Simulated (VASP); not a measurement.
Write the native input for VASP 6.6.1 that does the following.

```
Task                   : single point
Functional             : PBE
Potentials or basis    : VASP PAW PBE potentials, release 64 (Si, C)
Cutoff                 : 520 eV
k mesh                 : 12 × 12 × 2
Occupations            : gaussian, width 0.02 eV
Spin                   : no spin polarisation
Dipole correction      : no
Further INCAR settings : ALGO = Normal; EDIFF = 1e-07; NBANDS = 36
```

The structure of SiC lies in POSCAR:

```
SiC
1.0
    1.4997327979     -2.5976134037      0.0000000000
    1.4997327979      2.5976134037      0.0000000000
    0.0000000000      0.0000000000     14.7126032066
Si C
6 6
Direct
    0.1666666667      0.8333333333      0.8576929487
    0.8333333333      0.1666666667      0.3576929487
    0.5000000000      0.5000000000      0.5245158018
    0.5000000000      0.5000000000      0.0245158018
    0.8333333333      0.1666666667      0.6911789323
    0.1666666667      0.8333333333      0.1911789323
    0.5000000000      0.5000000000      0.6498326858
    0.5000000000      0.5000000000      0.1498326858
    0.1666666667      0.8333333333      0.9827173044
    0.8333333333      0.1666666667      0.4827173044
    0.8333333333      0.1666666667      0.8162023271
    0.1666666667      0.8333333333      0.3162023271
```

This cell differs from its parent crystal: volume scaled by 0.91, then relaxed in part.

One way to write it, as run:

INCAR

```
PREC     = Accurate       # precision mode
ENCUT    = 520            # plane-wave cutoff, eV
EDIFF    = 1E-7           # SCF threshold, eV
ISMEAR   = 0              # smearing method
SIGMA    = 0.02           # smearing width, eV
LREAL    = F              # projectors in reciprocal space
LASPH    = T              # aspherical terms in the spheres
NELM     = 100            # most SCF steps
ALGO     = Normal         # electronic algorithm
ISIF     = 2              # what is computed and relaxed
LWAVE    = F              # write WAVECAR
LCHARG   = F              # write CHGCAR
GGA      = PE             # functional
NBANDS   = 36             # bands
```

KPOINTS

```
Automatic mesh
0
Gamma
  12 12 2
```

Potentials or basis: VASP PAW PBE potentials, release 64 (Si, C).

The run is started by

```sh
$ cat potpaw_PBE.64/Si/POTCAR potpaw_PBE.64/C/POTCAR > POTCAR
$ mpirun -np 1 vasp_std > vasp.out
```

It gave:

```
Pressure               : 24.1 GPa
Largest force          : 0.007 eV/Å
Band gap on the k mesh : 2.00 eV, indirect (least direct gap 3.12 eV)
```

It took 78 s on 1 thread of Intel(R) Xeon(R) 6975P-C (Granite Rapids), on a shared host, peak memory 0.29 GiB.
